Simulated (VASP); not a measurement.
# TiO2 (Fd-3m) in VASP: a series of runs, part 2 of 2

VASP 6.6.1. Earlier steps stand in the parts before.

## (3) Single point, LDA

This run uses another cell than the first one, of 11.68 Å³/atom.

INCAR reads:

```
ALGO = Normal ; EDIFF = 1E-6
ENCUT = 520 ; ISIF = 2
ISMEAR = 0 ; LASPH = T
LCHARG = T ; LELF = T
LREAL = F ; LVHAR = T
LWAVE = F ; NBANDS = 60
NELM = 100 ; PREC = Accurate
SIGMA = 0.05
```

KPOINTS reads:

```
k-points
0
Gamma
  6 6 6
```

POSCAR reads:

```
TiO2
1.0
    0.0000000000      4.1233381207      4.1233381207
    4.1233381207      0.0000000000      4.1233381207
    4.1233381207      4.1233381207      0.0000000000
Ti O
4 8
Direct
    0.6250000000      0.6250000000      0.1250000000
    0.1250000000      0.6250000000      0.6250000000
    0.6250000000      0.1250000000      0.6250000000
    0.6250000000      0.6250000000      0.6250000000
    0.3901735437      0.3901735437      0.3901735437
    0.3901735437      0.8294793688      0.3901735437
    0.3901735437      0.3901735437      0.8294793688
    0.8294793688      0.3901735437      0.3901735437
    0.8598264563      0.8598264563      0.4205206312
    0.4205206312      0.8598264563      0.8598264563
    0.8598264563      0.4205206312      0.8598264563
    0.8598264563      0.8598264563      0.8598264563
```

Potentials or basis: VASP PAW LDA potentials, release 64 (Ti_sv, O).

On the command line:

```bash
$ cat potpaw_LDA.64/Ti_sv/POTCAR potpaw_LDA.64/O/POTCAR > POTCAR
$ mpirun -np 1 vasp_std > vasp.out
```

OUTCAR:

```text
EDIFF = 1E-6
   ENCUT = 520
   ISIF = 2
   ISMEAR = 0
   LASPH = T
   LREAL = F
   NELM = 100
   PREC = Accurate

 ion  position               nearest neighbor table
   1  0.625  0.625  0.125-   6 1.94   8 1.94  10 1.94  11 1.94   5 1.94  12 1.94   4 2.92   2 2.92
                             3 2.92   4 2.92   3 2.92   2 2.92
   2  0.125  0.625  0.625-   6 1.94   7 1.94   9 1.94  11 1.94   5 1.94  12 1.94   4 2.92   1 2.92
                             3 2.92   1 2.92   3 2.92   4 2.92
   3  0.625  0.125  0.625-   7 1.94   8 1.94   9 1.94  10 1.94   5 1.94  12 1.94   4 2.92   1 2.92
                             1 2.92   2 2.92   4 2.92   2 2.92
   4  0.625  0.625  0.625-   6 1.94   7 1.94   8 1.94   9 1.94  10 1.94  11 1.94   1 2.92   2 2.92
                             3 2.92   1 2.92   3 2.92   2 2.92
   5  0.390  0.390  0.390-   1 1.94   2 1.94   3 1.94
   6  0.390  0.829  0.390-   1 1.94   2 1.94   4 1.94
   7  0.390  0.390  0.829-   2 1.94   3 1.94   4 1.94
   8  0.829  0.390  0.390-   1 1.94   3 1.94   4 1.94
   9  0.860  0.860  0.421-   2 1.94   3 1.94   4 1.94
  10  0.421  0.860  0.860-   1 1.94   3 1.94   4 1.94
  11  0.860  0.421  0.860-   1 1.94   2 1.94   4 1.94
  12  0.860  0.860  0.860-   1 1.94   2 1.94   3 1.94

  LATTYP: Found a face centered cubic cell.
 ALAT       =     8.2466762414

  Lattice vectors:

 A1 = (   0.0000000000,   4.1233381207,   4.1233381207)
 A2 = (   4.1233381207,   0.0000000000,   4.1233381207)
 A3 = (   4.1233381207,   4.1233381207,   0.0000000000)

Analysis of symmetry for initial positions (statically):
=====================================================================
 Subroutine PRICEL returns:
 Original cell was already a primitive cell.

 Routine SETGRP: Setting up the symmetry group for a
 face centered cubic supercell.

 Subroutine GETGRP returns: Found 48 space group operations
 (whereof 24 operations were pure point group operations)
 out of a pool of 48 trial point group operations.

The static configuration has the point symmetry T_d .
[... 157 lines left out ...]
 non-spin polarized calculation
 Gauss-broadening in eV      SIGMA  =   0.05
  energy-cutoff  :      520.00
  volume of cell :      140.21
 maximum number of plane-waves:      3812
 NGX is ok and might be reduce to    48
   NGX = 21   NGY = 21   NGZ = 21

 number of electron      96.0000004 magnetization

 Free energy of the ion-electron system (eV)
  ---------------------------------------------------
  ext. energy  EPLUGINS =         0.00000000
  ---------------------------------------------------
  free energy    TOTEN  =      -115.26303021 eV

  energy without entropy =     -115.26303021  energy(sigma->0) =     -115.26303021

 E-fermi :   2.7219     XC(G=0): -11.0596

 val. band max:        2.3463786780   @ k =  -0.1667   0.1667   0.0000
 cond. band min:       4.0950660158   @ k =   0.0000   0.0000   0.0000
 fundamental gap:      1.7486873379
 Fermi energy:         2.7218633013

 k-point     1 :       0.0000    0.0000    0.0000
  band No.  band energies     occupation
      1     -53.1075      2.00000
      2     -53.0036      2.00000
      3     -53.0036      2.00000
      4     -53.0036      2.00000
      5     -30.4167      2.00000
      6     -29.9960      2.00000
[... 997 lines left out ...]
     59       6.6143      0.00000
     60       6.6143      0.00000

------------------------ aborting loop because EDIFF is reached ----------------------------------------

  FORCE on cell =-STRESS in cart. coord.  units (eV):
  Direction    XX          YY          ZZ          XY          YZ          ZX
  --------------------------------------------------------------------------------------
  -------------------------------------------------------------------------------------
  Total        1.0545553      1.0545553      1.0545553     -0.0000000     -0.0000000     -0.0000000
  in kB       12.0504449     12.0504449     12.0504449     -0.0000000     -0.0000000     -0.0000000
  external PRESSURE =      12.0504449 kB  Pullay stress =       0.0000000 kB

 VOLUME and BASIS-vectors are now :
 -----------------------------------------------------------------------------
  energy-cutoff  :      520.00
  volume of cell :      140.21
      direct lattice vectors                 reciprocal lattice vectors
     0.000000000  4.123338121  4.123338121    -0.121260975  0.121260975  0.121260975
     4.123338121  0.000000000  4.123338121     0.121260975 -0.121260975  0.121260975
     4.123338121  4.123338121  0.000000000     0.121260975  0.121260975 -0.121260975

 POSITION                                       TOTAL-FORCE (eV/Angst)
 -----------------------------------------------------------------------------------
      3.09250      3.09250      5.15417        -0.000000     -0.000000     -0.000000
      5.15417      3.09250      3.09250        -0.000000     -0.000000     -0.000000
      3.09250      5.15417      3.09250        -0.000000     -0.000000     -0.000000
      5.15417      5.15417      5.15417        -0.000000     -0.000000     -0.000000
      3.21763      3.21763      3.21763        -0.059753     -0.059753     -0.059753
      5.02904      3.21763      5.02904         0.059753     -0.059753      0.059753
      5.02904      5.02904      3.21763         0.059753      0.059753     -0.059753
      3.21763      5.02904      5.02904        -0.059753      0.059753      0.059753
      5.27930      5.27930      7.09071        -0.059753     -0.059753      0.059753
      7.09071      5.27930      5.27930         0.059753     -0.059753     -0.059753
      5.27930      7.09071      5.27930        -0.059753      0.059753     -0.059753
      7.09071      7.09071      7.09071         0.059753      0.059753      0.059753
 -----------------------------------------------------------------------------------
    total drift:                                0.000000      0.000000     -0.000000

  FREE ENERGIE OF THE ION-ELECTRON SYSTEM (eV)
  ---------------------------------------------------
  free  energy   TOTEN  =      -115.2630302106 eV

  energy  without entropy=     -115.2630302106  energy(sigma->0) =     -115.26303021
```

OSZICAR:

```text
N       E                     dE             d eps       ncg     rms          rms(c)
DAV:   1     0.148994633731E+04    0.14899E+04   -0.48262E+04  1952   0.187E+03
DAV:   2     0.155137918711E+03   -0.13348E+04   -0.12655E+04  1960   0.579E+02
DAV:   3    -0.123891614265E+03   -0.27903E+03   -0.27031E+03  2516   0.236E+02
DAV:   4    -0.145289040450E+03   -0.21397E+02   -0.21342E+02  2920   0.690E+01
DAV:   5    -0.146520565746E+03   -0.12315E+01   -0.12311E+01  2864   0.129E+01    0.455E+01
DAV:   6    -0.117960377198E+03    0.28560E+02   -0.20953E+02  2588   0.979E+01    0.193E+01
DAV:   7    -0.115990097630E+03    0.19703E+01   -0.40683E+01  2528   0.380E+01    0.130E+01
DAV:   8    -0.115453577455E+03    0.53652E+00   -0.71580E+00  2472   0.190E+01    0.453E+00
DAV:   9    -0.115259855038E+03    0.19372E+00   -0.13664E+00  2704   0.743E+00    0.153E+00
DAV:  10    -0.115265668401E+03   -0.58134E-02   -0.18457E-01  2400   0.325E+00    0.590E-01
DAV:  11    -0.115263112447E+03    0.25560E-02   -0.31799E-02  2312   0.129E+00    0.156E-01
DAV:  12    -0.115263105679E+03    0.67673E-05   -0.16139E-03  2808   0.199E-01    0.861E-02
DAV:  13    -0.115263030929E+03    0.74751E-04   -0.34634E-04  2656   0.130E-01    0.154E-02
DAV:  14    -0.115263030650E+03    0.27889E-06   -0.22947E-05  2620   0.253E-02    0.679E-03
DAV:  15    -0.115263030211E+03    0.43914E-06   -0.50133E-06  1764   0.126E-02
   1 F= -.11526303E+03 E0= -.11526303E+03  d E =-.509930E-27
```

It took 5.1 min on 1 thread of Intel Xeon 8259CL, shared host; peak memory 0.3 GiB.

What came out:

```yaml
Free_energy: -115.2630 eV
Pressure: 1.2 GPa
Largest_force: 0.103 eV/Å
Band_gap_on_the_k_mesh: 1.75 eV (least direct gap 1.79 eV)
```

Forces in eV/Å, atoms in the order of the input:
```
Ti   0.000  0.000  0.000
Ti   0.000  0.000  0.000
Ti   0.000  0.000  0.000
Ti   0.000  0.000  0.000
O   -0.060 -0.060 -0.060
O    0.060 -0.060  0.060
O    0.060  0.060 -0.060
O   -0.060  0.060  0.060
O   -0.060 -0.060  0.060
O    0.060 -0.060 -0.060
O   -0.060  0.060 -0.060
O    0.060  0.060  0.060
```

A k mesh can miss the band edges.

## (4) Relaxation of cell and atoms, LDA

This run uses another cell than the first one, of 12.52 Å³/atom.

INCAR reads:

```
SYSTEM = TiO2
  ALGO = Normal
  EDIFF = 1E-7
  EDIFFG = -0.05
  ENCUT = 600
  IBRION = 2
  ISIF = 3
  ISMEAR = 0
  LASPH = .TRUE.
  LCHARG = .FALSE.
  LREAL = .FALSE.
  LWAVE = .FALSE.
  NELM = 80
  NSW = 100
  PREC = Accurate
  SIGMA = 0.1
```

KPOINTS reads:

```
k-points
0
G
  4 4 4
  0 0 0
```

POSCAR reads:

```
TiO2
1.0
    0.0000000000      4.2191750000      4.2191750000
    4.2191750000      0.0000000000      4.2191750000
    4.2191750000      4.2191750000      0.0000000000
Ti O
4 8
Direct
    0.6250000000      0.6250000000      0.1250000000
    0.1250000000      0.6250000000      0.6250000000
    0.6250000000      0.1250000000      0.6250000000
    0.6250000000      0.6250000000      0.6250000000
    0.3907990000      0.3907990000      0.3907990000
    0.3907990000      0.8276030000      0.3907990000
    0.3907990000      0.3907990000      0.8276030000
    0.8276030000      0.3907990000      0.3907990000
    0.8592010000      0.8592010000      0.4223970000
    0.4223970000      0.8592010000      0.8592010000
    0.8592010000      0.4223970000      0.8592010000
    0.8592010000      0.8592010000      0.8592010000
```

On the command line:

```bash
$ cat potpaw_LDA.64/Ti_sv/POTCAR potpaw_LDA.64/O/POTCAR > POTCAR
$ mpirun -np 1 vasp_std > vasp.out
```

Run time: 14 min. Hardware: 1 thread of Intel Xeon 8259CL, shared host; peak memory 0.3 GiB.

Results (log left out):

| Item | Value |
| --- | --- |
| Free energy | -115.3091 eV |
| Relaxed volume | 11.71 Å³/atom |
| Relaxed cell | a = 5.835 Å, b = 5.835 Å, c = 5.835 Å, α = 60.00°, β = 60.00°, γ = 60.00° |
| Space group after relaxing (to 0.1 Å) | Fd-3m (No. 227) |
| Energy gained by relaxing | 26.1 meV/atom |
| Ionic steps | 6 |
| Pressure after relaxing | 0.0 GPa |
| Largest force after relaxing | 0.018 eV/Å |
| Band gap on the k mesh | 1.76 eV (least direct gap 1.78 eV) |

Forces in eV/Å, atoms in the order of the input:
```
Ti   0.000  0.000  0.000
Ti   0.000  0.000  0.000
Ti   0.000  0.000  0.000
Ti   0.000  0.000  0.000
O    0.011  0.011  0.011
O   -0.011  0.011 -0.011
O   -0.011 -0.011  0.011
O    0.011 -0.011 -0.011
O    0.011  0.011 -0.011
O   -0.011  0.011  0.011
O    0.011 -0.011  0.011
O   -0.011 -0.011 -0.011
```

The path:
```
step  energy change (eV)  largest force (eV/Å)  pressure (GPa)  volume (Å³)
   1              0.0000                0.7077          -10.90       150.21
   2              0.5984                2.2387           22.38       132.46
   3             -0.2841                0.2293           -0.92       143.41
   4             -0.2843                0.2524           -0.67       143.26
   5             -0.3041                0.1383           -0.42       142.10
   6             -0.3131                0.0183           -0.04       140.50
```

Final structure:
```xyz
12
Lattice="0.0000 4.1261 4.1261 4.1261 0.0000 4.1261 4.1261 4.1261 0.0000" Properties=species:S:1:pos:R:3 pbc="T T T"
Ti    3.0946    3.0946    5.1577
Ti    5.1577    3.0946    3.0946
Ti    3.0946    5.1577    3.0946
Ti    5.1577    5.1577    5.1577
O     3.2178    3.2178    3.2178
O     5.0344    3.2178    5.0344
O     5.0344    5.0344    3.2178
O     3.2178    5.0344    5.0344
O     5.2809    5.2809    7.0975
O     7.0975    5.2809    5.2809
O     5.2809    7.0975    5.2809
O     7.0975    7.0975    7.0975
```

Levels at points of the mesh, in eV from the valence-band top:
```csv
k point,band 45,band 46,band 47,band 48,band 49,band 50,band 51,band 52
"(0.00, 0.00, 0.00)",-0.88,-0.03,-0.03,-0.03,1.76,1.76,3.44,3.44
"(0.50, 0.00, 0.00)",-0.72,-0.60,0.00,0.00,2.60,2.60,3.68,3.68
"(0.50, 0.50, 0.00)",-0.78,-0.78,-0.22,-0.22,3.04,3.04,3.38,3.38
```

## (5) The runs side by side

```tsv
task	potentials or basis	cell	k mesh	cutoff (eV)	smearing	gap on the mesh (eV)	pressure (GPa)	largest force (eV/Å)
single point	VASP PAW LDA potentials, release 64 (Ti_sv, O_h)	a = 5.838 Å, angles 60.0°, 12 atoms	4 × 4 × 4	910	gaussian 0.1 eV	1.77	0.6	0.16
single point	VASP PAW LDA potentials, release 64 (Ti_sv, O)	a = 5.831 Å, angles 60.0°, 12 atoms	6 × 6 × 6	520	gaussian 0.05 eV	1.75	1.2	0.10
relaxation of cell and atoms	VASP PAW LDA potentials, release 64 (Ti_sv, O)	relaxed from a = 5.967 Å, angles 60.0°, 12 atoms	4 × 4 × 4	600	gaussian 0.1 eV	1.76	0.0	0.02
```

Alike in all rows: level LDA; no spin polarisation.

Caveats: the cutoff is under 1.25 times the usual one of these potentials, so pressure, stress and relaxed cells hold a basis-set (Pulay) error (at least some runs).

Absolute energies hang on the potentials; compare differences alone.
